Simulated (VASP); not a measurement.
# InAs (I-4m2) in VASP: notebook

The runs below take InAs through single point, with r2SCAN.

Program: VASP 6.6.1. These are calculated values, not measurements. Logs are shortened: lines on timing, memory, paths and dates and some standing lists are left out, and cuts for length are marked.

## (1) The cell of the first run

It takes space group I-4m2 (No. 119, tetragonal). The conventional cell has a = 3.918 Å, b = 3.918 Å, c = 7.204 Å, α = 90.00°, β = 90.00°, γ = 90.00°. Within 3.5 Å of In (site symmetry -4m2) lie 4 As at 2.66 Å. Within 3.5 Å of As (site symmetry -4m2) lie 4 In at 2.66 Å.

## (2) Single point, r2SCAN

Contents of POSCAR:

```
InAs
1.0
    0.0000000000      2.7707712291      3.6020025978
    2.7707712291      0.0000000000      3.6020025978
    2.7707712291      2.7707712291      0.0000000000
In As
1 1
Direct
    0.0000000000      0.0000000000      0.0000000000
    0.7500000000      0.7500000000      0.7500000000
```

Contents of INCAR.step1:

```
PREC = Accurate
ENCUT = 520
ISMEAR = 0
SIGMA = 0.03
LREAL = False
LASPH = True
NELM = 100
NBANDS = 16
GGA = PE
ALGO = Normal
EDIFF = 1E-4
LWAVE = True
LCHARG = False
```

Contents of INCAR.step2:

```
PREC = Accurate
ENCUT = 520
EDIFF = 1E-7
ISMEAR = 0
SIGMA = 0.03
LREAL = False
LASPH = True
NELM = 100
ALGO = Normal
ISIF = 2
LWAVE = False
LCHARG = True
METAGGA = R2SCAN
LMIXTAU = True
LELF = True
LVHAR = True
NBANDS = 16
ISTART = 1
```

Contents of KPOINTS:

```
regular mesh
0
Gamma
  10 10 10
```

Potentials or basis: VASP PAW PBE potentials, release 64 (In_d, As).

Started as:

```
$ cat potpaw_PBE.64/In_d/POTCAR potpaw_PBE.64/As/POTCAR > POTCAR
$ cp INCAR.step1 INCAR
$ mpirun -np 1 vasp_std > vasp.out
$ cp INCAR.step2 INCAR
$ mpirun -np 1 vasp_std > vasp.out
```

OUTCAR:

```text
PREC = Accurate
   ENCUT = 520
   EDIFF = 1E-7
   ISMEAR = 0
   LREAL = False
   LASPH = True
   NELM = 100
   ISIF = 2
   METAGGA = R2SCAN
   ISTART = 1

 ion  position               nearest neighbor table
   1  0.000  0.000  0.000-   2 2.66   2 2.66   2 2.66   2 2.66
   2  0.750  0.750  0.750-   1 2.66   1 2.66   1 2.66   1 2.66

  LATTYP: Found a body centered tetragonal cell.
 ALAT       =     3.9184622504
 C/A-ratio  =     1.8384776311

  Lattice vectors:

 A1 = (  -2.7707712291,   0.0000000000,   3.6020025978)
 A2 = (   2.7707712291,   0.0000000000,   3.6020025978)
 A3 = (   0.0000000000,   2.7707712291,  -3.6020025978)

Analysis of symmetry for initial positions (statically):
=====================================================================
 Subroutine PRICEL returns:
 Original cell was already a primitive cell.

 Routine SETGRP: Setting up the symmetry group for a
 body centered tetragonal supercell.

 Subroutine GETGRP returns: Found  8 space group operations
 (whereof  8 operations were pure point group operations)
 out of a pool of 16 trial point group operations.

The static configuration has the point symmetry D_2d.

Analysis of symmetry for dynamics (positions and initial velocities):
=====================================================================
 Subroutine PRICEL returns:
 Original cell was already a primitive cell.

 Routine SETGRP: Setting up the symmetry group for a
 body centered tetragonal supercell.

 Subroutine GETGRP returns: Found  8 space group operations
 (whereof  8 operations were pure point group operations)
 out of a pool of 16 trial point group operations.

The dynamic configuration has the point symmetry D_2d.

 Subroutine INISYM returns: Found  8 space group operations
 (whereof  8 operations are pure point group operations),
 and found     1 'primitive' translations

----------------------------------------------------------------------------------------

                                     Primitive cell

  volume of cell :      55.3064

  direct lattice vectors                    reciprocal lattice vectors
     0.000000000  2.770771229  3.602002598    -0.180455172  0.180455172  0.138811671
     2.770771229  0.000000000  3.602002598     0.180455172 -0.180455172  0.138811671
     2.770771229  2.770771229  0.000000000     0.180455172  0.180455172 -0.138811671

  length of vectors
     4.544402702  4.544402702  3.918462250     0.290511305  0.290511305  0.290511305
[... 75 lines left out ...]
   ISPIN  =      1    spin polarized calculation?
   LNONCOLLINEAR =      F non collinear calculations
   LSORBIT =      F    spin-orbit coupling
   LASPH  =      T    aspherical Exc in radial PAW
   ENCUT  =  520.0 eV  38.22 Ry    6.18 a.u.   8.45  8.45  7.29*2*pi/ulx,y,z
   NELM   =    100;   NELMIN=  2; NELMDL=  0     # of ELM steps
   EDIFF  = 0.1E-06   stopping-criterion for ELM
   LREAL  =      F    real-space projection
   EDIFFG = 0.1E-05   stopping-criterion for IOM
   NSW    =      0    number of steps for IOM
   IBRION =     -1    ionic relax: 0-MD 1-quasi-New 2-CG
   NFREE  =      0    steps in history (QN), initial steepest desc. (CG)
   ISIF   =      2    stress and relaxation
   ISYM   =      2    0-nonsym 1-usesym 2-fastsym
   POTIM  = 0.5000    time-step for ionic-motion
   TEBEG  =    0.0;   TEEND  =   0.0 temperature during run
   PSTRESS=    0.0 pullay stress
   NELECT =      18.0000    total number of electrons
   NUPDOWN=      -1.0000    fix difference up-down
   EMIN   =  10.00;   EMAX   =-10.00  energy-range for DOS
   EFERMI =   0.00;   METHOD = LEGACY
   ISMEAR =     0;   SIGMA  =   0.03  broadening in eV -4-tet -1-fermi 0-gaus
   EFERMI_NEDOS =   21; number of points for ismear=-14 and -15
   IALGO  =     38    algorithm
   IMIX   =      4    mixing-type and parameters
     AMIX     =   0.40;   BMIX     =  1.00
     AMIX_MAG =   1.60;   BMIX_MAG =  1.00
  volume/ion in A,a.u.               =      27.65       186.61
  Fermi-wavevector in a.u.,A,eV,Ry     =   1.126092  2.128005 17.253320  1.268083
  Thomas-Fermi vector in A             =   2.262772
   LORBIT       =      0    0 simple, 1 ext, 2 COOP (PROOUT), +10 PAW based schemes
   METAGGA = R2SCAN    functional components
   LHFCALC =     F    Hartree Fock is set to
   AEXX    =    0.0000 exact exchange contribution
   IVDW    =     0    specifies the selected vdW correction
   LEPSILON=     F    determine dielectric tensor
   LRPA    =     F    only Hartree local field effects (RPA)
 non-spin polarized calculation
 Gauss-broadening in eV      SIGMA  =   0.03
  energy-cutoff  :      520.00
  volume of cell :       55.31
 maximum number of plane-waves:      1525
 NGX is ok and might be reduce to    36

 number of electron      17.9999994 magnetization

 Free energy of the ion-electron system (eV)
  ---------------------------------------------------
  ext. energy  EPLUGINS =         0.00000000
  ---------------------------------------------------
  free energy    TOTEN  =       -37.64652292 eV

  energy without entropy =      -37.64633506  energy(sigma->0) =      -37.64642899

 E-fermi :   4.8380     XC(G=0):  -9.7020

 val. band max:        4.8117632530   @ k =   0.1000   0.0000   0.0000
 cond. band min:       4.8548537310   @ k =   0.4000   0.0000   0.0000
 fundamental gap:      0.0430904780
 Fermi energy:         4.8379938867

 k-point     1 :       0.0000    0.0000    0.0000
  band No.  band energies     occupation
      1     -10.6929      2.00000
      2     -10.5732      2.00000
      3     -10.5732      2.00000
      4     -10.5142      2.00000
      5     -10.4988      2.00000
      6      -7.8570      2.00000
[... 433 lines left out ...]
      3     -10.5326      2.00000
      4     -10.5114      2.00000
      5     -10.4764      2.00000
      6      -6.7561      2.00000
[... 8 lines left out ...]
     15      16.1439      0.00000
     16      17.0262      0.00000

 [... further k-points ...]
[... 5 lines left out ...]
  --------------------------------------------------------------------------------------
  -------------------------------------------------------------------------------------
  Total        2.0044523      2.0044523     -3.0595863      0.0000000     -0.0000000      0.0000000
  in kB       58.0672093     58.0672093    -88.6335063      0.0000000     -0.0000000      0.0000000
  external PRESSURE =       9.1669708 kB  Pullay stress =       0.0000000 kB

 VOLUME and BASIS-vectors are now :
 -----------------------------------------------------------------------------
  energy-cutoff  :      520.00
  volume of cell :       55.31
      direct lattice vectors                 reciprocal lattice vectors
     0.000000000  2.770771229  3.602002598    -0.180455172  0.180455172  0.138811671
     2.770771229  0.000000000  3.602002598     0.180455172 -0.180455172  0.138811671
     2.770771229  2.770771229  0.000000000     0.180455172  0.180455172 -0.138811671

 POSITION                                       TOTAL-FORCE (eV/Angst)
 -----------------------------------------------------------------------------------
      0.00000      0.00000      0.00000        -0.000000     -0.000000      0.000000
      4.15616      4.15616      5.40300         0.000000      0.000000     -0.000000
 -----------------------------------------------------------------------------------
    total drift:                               -0.000000     -0.000000      0.000020

  FREE ENERGIE OF THE ION-ELECTRON SYSTEM (eV)
  ---------------------------------------------------
  free  energy   TOTEN  =       -37.6465229174 eV

  energy  without entropy=      -37.6463350641  energy(sigma->0) =      -37.64642899
```

OUTCAR.step1:

```text
PREC = Accurate
   ENCUT = 520
   ISMEAR = 0
   LREAL = False
   LASPH = True
[... 679 lines left out ...]
      0.00000      0.00000      0.00000        -0.000000     -0.000000      0.000000
      4.15616      4.15616      5.40300         0.000000      0.000000     -0.000000
 -----------------------------------------------------------------------------------
    total drift:                                0.000001      0.000001     -0.000004

  FREE ENERGIE OF THE ION-ELECTRON SYSTEM (eV)
  ---------------------------------------------------
  free  energy   TOTEN  =        -7.3264837954 eV

  energy  without entropy=       -7.3262642714  energy(sigma->0) =       -7.32637403
```

OSZICAR.step1:

```text
N       E                     dE             d eps       ncg     rms          rms(c)
DAV:   1     0.112879049061E+03    0.11288E+03   -0.83270E+03  3272   0.121E+03
DAV:   2     0.540368139334E-01   -0.11283E+03   -0.10816E+03  3592   0.296E+02
DAV:   3    -0.743428568040E+01   -0.74883E+01   -0.74480E+01  4304   0.746E+01
DAV:   4    -0.762224777138E+01   -0.18796E+00   -0.18792E+00  3984   0.130E+01
DAV:   5    -0.763153914552E+01   -0.92914E-02   -0.92913E-02  4920   0.250E+00    0.429E+00
DAV:   6    -0.734830150764E+01    0.28324E+00   -0.45285E-01  5072   0.106E+01    0.234E+00
DAV:   7    -0.732611311172E+01    0.22188E-01   -0.10430E-01  4424   0.263E+00    0.759E-01
DAV:   8    -0.732600679864E+01    0.10631E-03   -0.11377E-02  4088   0.111E+00    0.172E-01
DAV:   9    -0.732642682515E+01   -0.42003E-03   -0.92237E-04  4024   0.239E-01    0.114E-01
DAV:  10    -0.732648379541E+01   -0.56970E-04   -0.10634E-04  3176   0.163E-01
   1 F= -.73264838E+01 E0= -.73263740E+01  d E =-.219524E-03
```

Wall time 2.8 min (1 thread of Intel Xeon 6975P-C (Granite Rapids), shared host); peak memory 0.26 GiB.

What came out:

```
Free energy            : -37.6465 eV
Pressure               : 0.9 GPa
Band gap on the k mesh : zero (bands 9 and 10 overlap by 0.15 eV)
```

Stress tensor (GPa, compression positive):
```
 5.81  0.00  0.00
 0.00  5.81  0.00
 0.00  0.00 -8.86
```

Caveat: the stress differs along the axes, from -9 to 6 GPa; semilocal functionals underestimate gaps, and a narrow one can read as zero; the PAW data sets were made with another functional, which shifts forces and pressure a little; spin-orbit coupling is left out, which moves the levels of the heavy elements.

## (3) Single point, r2SCAN

This run uses another cell than the first one, of the same volume but with other edges.

Contents of POSCAR:

```
InAs
1.0
    0.0000000000      3.1092275775      2.8604893713
    3.1092275775      0.0000000000      2.8604893713
    3.1092275775      3.1092275775      0.0000000000
In As
1 1
Direct
    0.0000000000      0.0000000000      0.0000000000
    0.7500000000      0.7500000000      0.7500000000
```

Contents of INCAR.step1:

```
ALGO = Normal ; EDIFF = 1E-4
ENCUT = 520 ; GGA = PE
ISMEAR = 0 ; LASPH = True
LCHARG = False ; LREAL = False
LWAVE = True ; NBANDS = 16
NELM = 100 ; PREC = Accurate
SIGMA = 0.03
```

Contents of INCAR.step2:

```
ALGO = Normal ; EDIFF = 1E-6
ENCUT = 520 ; ISIF = 2
ISMEAR = 0 ; ISTART = 1
LASPH = True ; LCHARG = False
LMIXTAU = True ; LREAL = False
LWAVE = False ; METAGGA = R2SCAN
NBANDS = 16 ; NELM = 100
PREC = Accurate ; SIGMA = 0.03
```

Contents of KPOINTS:

```
k-points
0
Gamma
  10 10 10
```

Potentials or basis: VASP PAW PBE potentials, release 64 (In_d, As).

Started as:

```
$ cat potpaw_PBE.64/In_d/POTCAR potpaw_PBE.64/As/POTCAR > POTCAR
$ cp INCAR.step1 INCAR
$ mpirun -np 1 vasp_std > vasp.out
$ cp INCAR.step2 INCAR
$ mpirun -np 1 vasp_std > vasp.out
```

Wall time 2.1 min (1 thread of Intel Xeon 6975P-C (Granite Rapids), shared host); peak memory 0.26 GiB.

It converged, with:

| Item | Value |
| --- | --- |
| Free energy | -38.0253 eV |
| Pressure | 1.7 GPa |
| Band gap on the k mesh | 0.02 eV |

Stress tensor (GPa, compression positive):
```
0.87 0.00 0.00
0.00 0.87 0.00
0.00 0.00 3.41
```

Levels at points of the mesh, in eV from the valence-band top:
```csv
k point,band 6,band 7,band 8,band 9,band 10,band 11,band 12,band 13
"(0.00, 0.00, 0.00)",-12.49,-0.34,-0.34,0.00,0.02,3.98,4.16,4.16
"(0.50, 0.00, 0.00)",-10.95,-6.07,-1.49,-0.96,1.02,4.57,5.21,7.15
"(0.50, 0.50, 0.00)",-10.22,-5.80,-2.90,-2.90,1.37,1.63,9.70,9.70
"(0.50, 0.00, 0.50)",-10.48,-6.29,-2.44,-2.39,1.77,2.42,9.15,9.27
```

Caveat: semilocal functionals underestimate gaps, and a narrow one can read as zero; the PAW data sets were made with another functional, which shifts forces and pressure a little; spin-orbit coupling is left out, which moves the levels of the heavy elements.

## (4) Single point, r2SCAN

This run uses another cell than the first one, of the same volume but with other edges.

Contents of POSCAR:

```
InAs
1.0
    0.0000000000      2.9294374218      3.2223811640
    2.9294374218      0.0000000000      3.2223811640
    2.9294374218      2.9294374218      0.0000000000
In As
1 1
Direct
    0.0000000000      0.0000000000      0.0000000000
    0.7500000000      0.7500000000      0.7500000000
```

Contents of INCAR.step1:

```
SYSTEM = InAs
PREC = Accurate ; ENCUT = 520
ISMEAR = 0 ; SIGMA = 0.03
LREAL = .False. ; LASPH = .True.
NELM = 100 ; NBANDS = 16
GGA = PE ; ALGO = Normal
EDIFF = 1E-4 ; LWAVE = .True.
LCHARG = .False.
```

Contents of INCAR.step2:

```
SYSTEM = InAs
PREC = Accurate ; ENCUT = 520
EDIFF = 1E-6 ; ISMEAR = 0
SIGMA = 0.03 ; LREAL = .False.
LASPH = .True. ; NELM = 100
ALGO = Normal ; ISIF = 2
LWAVE = .False. ; LCHARG = .False.
METAGGA = R2SCAN ; LMIXTAU = .True.
NBANDS = 16 ; ISTART = 1
```

Contents of KPOINTS:

```
regular mesh
0
Gamma
  10 10 10
  0 0 0
```

Started as:

```
$ cat potpaw_PBE.64/In_d/POTCAR potpaw_PBE.64/As/POTCAR > POTCAR
$ cp INCAR.step1 INCAR
$ mpirun -np 1 vasp_std > vasp.out
$ cp INCAR.step2 INCAR
$ mpirun -np 1 vasp_std > vasp.out
```

It took 92 s on 1 thread of Intel Xeon 6975P-C (Granite Rapids), shared host; peak memory 0.25 GiB.

Results (log left out):

```yaml
Free_energy: -38.0071 eV
Pressure: 1.7 GPa
Band_gap_on_the_k_mesh: 0.01 eV
```

Stress tensor (GPa, compression positive):
```
 3.12  0.00  0.00
 0.00  3.12  0.00
 0.00  0.00 -1.17
```

Levels at points of the mesh, in eV from the valence-band top:
```tsv
k point	band 7	band 8	band 9	band 10	band 11	band 12
(0.00, 0.00, 0.00)	-0.56	0.00	0.00	0.01	4.07	4.07
(0.50, 0.00, 0.00)	-6.04	-1.53	-0.83	1.01	4.73	5.20
(0.50, 0.50, 0.00)	-6.47	-2.18	-2.18	2.03	2.78	9.02
(0.50, 0.00, 0.50)	-5.90	-2.74	-2.70	1.50	1.89	9.03
```

Caveat: the smearing spreads over this small gap; semilocal functionals underestimate gaps, and a narrow one can read as zero; the PAW data sets were made with another functional, which shifts forces and pressure a little; spin-orbit coupling is left out, which moves the levels of the heavy elements.

## (5) Summary

```csv
cell,gap on the mesh (eV),pressure (GPa)
"a = 4.544, b = 4.544, c = 3.918 Å, angles 64.5, 64.5, 51.1°, 2 atoms",none,0.9
"a = 4.225, b = 4.225, c = 4.397 Å, angles 58.6, 58.6, 62.7°, 2 atoms",0.02,1.7
"a = 4.355, b = 4.355, c = 4.143 Å, angles 61.6, 61.6, 56.8°, 2 atoms",0.01,1.7
```

Alike in all rows: task single point; level r2SCAN; potentials or basis VASP PAW PBE potentials, release 64 (In_d, As); no spin polarisation; k mesh 10 × 10 × 10; cutoff (eV) 520; smearing gaussian 0.03 eV.

Caveats: semilocal functionals underestimate gaps, and a narrow one can read as zero; the PAW data sets were made with another functional, which shifts forces and pressure a little; spin-orbit coupling is left out, which moves the levels of the heavy elements; the stress differs along the axes, from -9 to 6 GPa (at least some runs); the smearing spreads over this small gap (at least some runs).

Total energies depend on the potentials used, so only differences within one code and one set of settings carry meaning.

The gap in the log of VASP goes by the Fermi energy; the results here count the filled bands.